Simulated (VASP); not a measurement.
# Si6HC in VASP: further runs, part 2 of 2

VASP 6.6.1. Earlier steps stand in the parts before.

### 3 Single point, PBEsol, collinear spin

File INCAR:

```
SYSTEM = Si6HC
  ALGO = Normal
  DIPOL = 0.5 0.5 0.478
  EDIFF = 1E-6
  ENCUT = 520
  GGA = PS
  IDIPOL = 3
  ISIF = 2
  ISMEAR = 0
  ISPIN = 2
  LASPH = .TRUE.
  LCHARG = .FALSE.
  LDIPOL = .TRUE.
  LORBIT = 11
  LREAL = .FALSE.
  LWAVE = .FALSE.
  MAGMOM = 0 0 0 0 0 0 1 0
  NBANDS = 28
  NELM = 150
  PREC = Accurate
  SIGMA = 0.05
```

File KPOINTS:

```
k-points
0
G
  9 9 1
  0 0 0
```

File POSCAR:

```
Si6HC
1.0
    3.8248883530      0.0000000000      0.0000000000
   -1.9124441765      3.3124504803      0.0000000000
    0.0000000000      0.0000000000     27.2211317404
Si C H
6 1 1
Direct
    0.6666666667      0.3333333333      0.3122574066
    0.3333333333      0.6666666667      0.3415299164
    0.3333333333      0.6666666667      0.4284226886
    0.6666666667      0.3333333333      0.4568149097
    0.6666666667      0.3333333333      0.5427072123
    0.3333333333      0.6666666667      0.5864809843
    0.0000000000      0.0000000000      0.5565108060
    0.0000000000      0.0000000000      0.5980303207
```

Potentials or basis: VASP PAW PBE potentials, release 64 (Si, C, H).

Started as:

```
> cat potpaw_PBE.64/Si/POTCAR potpaw_PBE.64/C/POTCAR potpaw_PBE.64/H/POTCAR > POTCAR
> mpirun -np 1 vasp_std > vasp.out
```

OUTCAR:

```text
SYSTEM = Si6HC
   EDIFF = 1E-6
   ENCUT = 520
   GGA = PS
   ISIF = 2
   ISMEAR = 0
   ISPIN = 2
   LASPH = .TRUE.
   LORBIT = 11
   LREAL = .FALSE.
   NELM = 150
   PREC = Accurate

 ion  position               nearest neighbor table
   1  0.667  0.333  0.312-   2 2.35   2 2.35   2 2.35
   2  0.333  0.667  0.342-   1 2.35   1 2.35   1 2.35   3 2.37
   3  0.333  0.667  0.428-   4 2.34   4 2.34   4 2.34   2 2.37
   4  0.667  0.333  0.457-   5 2.34   3 2.34   3 2.34   3 2.34
   5  0.667  0.333  0.543-   7 2.24   7 2.24   7 2.24   4 2.34   6 2.51   6 2.51   6 2.51
   6  0.333  0.667  0.586-   7 2.35   7 2.35   7 2.35   5 2.51   5 2.51   5 2.51
   7  0.000  0.000  0.557-   8 1.13   5 2.24   5 2.24   5 2.24   6 2.35   6 2.35   6 2.35
   8  0.000  0.000  0.598-   7 1.13

  LATTYP: Found a hexagonal cell.
 ALAT       =     3.8248883530
 C/A-ratio  =     7.1168434809

  Lattice vectors:

 A1 = (   3.8248883530,   0.0000000000,   0.0000000000)
 A2 = (  -1.9124441765,   3.3124504803,   0.0000000000)
 A3 = (   0.0000000000,   0.0000000000,  27.2211317404)

Analysis of symmetry for initial positions (statically):
=====================================================================
 Subroutine PRICEL returns:
 Original cell was already a primitive cell.

 Routine SETGRP: Setting up the symmetry group for a
 hexagonal supercell.

 Subroutine GETGRP returns: Found  6 space group operations
 (whereof  6 operations were pure point group operations)
 out of a pool of 24 trial point group operations.

The static configuration has the point symmetry C_3v.

Analysis of symmetry for dynamics (positions and initial velocities):
=====================================================================
 Subroutine PRICEL returns:
[... 528 lines left out ...]
     25       5.2774      0.00000
     26       5.3718      0.00000
 Fermi energy:        -0.6774561714

 spin component 2

 k-point     1 :       0.0000    0.0000    0.0000
  band No.  band energies     occupation
      1     -15.5884      1.00000
      2     -12.2099      1.00000
      3     -11.0144      1.00000
      4      -8.4903      1.00000
      5      -5.7167      1.00000
      6      -5.1923      1.00000
[... 337 lines left out ...]
     25       5.3780      0.00000
     26       5.5181      0.00000
 [bands above 26 left out]

------------------------ aborting loop because EDIFF is reached ----------------------------------------

 vacuum level on the upper side and lower side of the slab       (xc-potential included)        -0.120        -0.041

  FORCE on cell =-STRESS in cart. coord.  units (eV):
  Direction    XX          YY          ZZ          XY          YZ          ZX
  --------------------------------------------------------------------------------------
  -------------------------------------------------------------------------------------
  Total       -0.0810396     -0.0810396      0.0488213     -0.0000000      0.0000000      0.0000000
  in kB       -0.3764728     -0.3764728      0.2268013     -0.0000000      0.0000000      0.0000000
  external PRESSURE =      -0.1753814 kB  Pullay stress =       0.0000000 kB

 VOLUME and BASIS-vectors are now :
 -----------------------------------------------------------------------------
  energy-cutoff  :      520.00
  volume of cell :      344.89
      direct lattice vectors                 reciprocal lattice vectors
     3.824888353  0.000000000  0.000000000     0.261445540  0.150945653  0.000000000
    -1.912444176  3.312450480  0.000000000     0.000000000  0.301891306  0.000000000
     0.000000000  0.000000000 27.221131740     0.000000000  0.000000000  0.036736165

 POSITION                                       TOTAL-FORCE (eV/Angst)
 -----------------------------------------------------------------------------------
      1.91244      1.10415      8.50000         0.000000     -0.000000      0.409489
     -0.00000      2.20830      9.29683         0.000000      0.000000     -0.582832
     -0.00000      2.20830     11.66215         0.000000      0.000000      0.173716
      1.91244      1.10415     12.43502         0.000000     -0.000000      0.008397
      1.91244      1.10415     14.77310         0.000000      0.000000      0.004892
     -0.00000      2.20830     15.96468        -0.000000      0.000000      0.005192
      0.00000      0.00000     15.14885        -0.000000      0.000000     -0.030410
      0.00000      0.00000     16.27906        -0.000000      0.000000      0.011556
 -----------------------------------------------------------------------------------
    total drift:                               -0.000000     -0.000000     -0.000114

  FREE ENERGIE OF THE ION-ELECTRON SYSTEM (eV)
  ---------------------------------------------------
  free  energy   TOTEN  =       -41.9208786022 eV

  energy  without entropy=      -41.9169909432  energy(sigma->0) =      -41.91893477

 vacuum level on the upper side and lower side of the slab         3.948         4.028

 total charge

# of ion       s       p       d       tot
------------------------------------------
    1        0.793   0.854   0.000   1.647
    2        0.756   0.924   0.000   1.680
    3        0.758   0.929   0.000   1.687
    4        0.755   0.947   0.000   1.702
    5        0.775   0.804   0.000   1.579
    6        0.907   0.672   0.000   1.579
    7        0.926   1.363   0.000   2.289
    8        0.597   0.052   0.000   0.649
--------------------------------------------------
tot          6.268   6.546   0.000  12.813

 magnetization (x)

# of ion       s       p       d       tot
------------------------------------------
    1        0.037   0.183   0.000   0.221
    2        0.003   0.019   0.000   0.022
    3        0.009   0.042   0.000   0.051
    4        0.003   0.015   0.000   0.018
    5        0.004   0.015   0.000   0.020
    6        0.002   0.021   0.000   0.023
    7        0.001   0.008   0.000   0.008
    8        0.000   0.000   0.000   0.001
--------------------------------------------------
tot          0.061   0.303   0.000   0.364
```

stdout:

```text
POSCAR found type information on POSCAR SiC H
 POSCAR found :  3 types and       8 ions
 scaLAPACK will be used
 -----------------------------------------------------------------------------
|                                                                             |
|                                                                             |
|     You enforced a specific xc type in the INCAR file but a different       |
|     I HOPE YOU KNOW WHAT YOU ARE DOING!                                     |
|                                                                             |
 -----------------------------------------------------------------------------

 LDA part: xc-table for (Slater+PW92), standard interpolation
 POSCAR, INCAR and KPOINTS ok, starting setup
 FFT: planning ... GRIDC
 FFT: planning ... GRID_SOFT
 FFT: planning ... GRID
 WAVECAR not read
 entering main loop
```

It took 10 min on 1 thread of Intel Xeon Platinum 8488C (Sapphire Rapids), shared host; peak memory 0.64 GiB.

What came out:

```yaml
Free_energy: -41.9209 eV
Largest_force: 0.583 eV/Å
Band_gap_on_the_k_mesh: zero (filled and empty bands overlap)
Net_moment: 1.03 μB per cell
Site_moments: Si +0.22, +0.02, +0.05 (each value once); C +0.01; H +0.00 μB
Valence_electrons_inside_the_program's_atomic_spheres: Si 1.65, 1.68, 1.69, 1.70, 1.58 (each value once); C 2.29; H 0.65
```

Forces on the atoms (eV/Å):
```
Si   0.000  0.000  0.409
Si   0.000  0.000 -0.583
Si   0.000  0.000  0.174
Si   0.000  0.000  0.008
Si   0.000  0.000  0.005
Si   0.000  0.000  0.005
C    0.000  0.000 -0.030
H    0.000  0.000  0.012
```

Levels at points of the mesh, in eV from the Fermi level:
Spin up:
```csv
k point,band 13,band 14,band 15,band 16,band 17,band 18
"(0.00, 0.00, 0.00)",-0.72,-0.16,-0.12,-0.12,0.25,1.48
```
Spin down:
```
           k point  band 10  band 11  band 12  band 13  band 14  band 15  band 16  band 17  band 18  band 19
(0.00, 0.00, 0.00)    -1.13    -1.13    -0.61    -0.61     0.01     0.01     0.22     0.54     1.62     2.71
```

Caveat: a moment this small can come from the mesh or the smearing; the PAW data sets were made with another functional, which shifts forces and pressure a little.
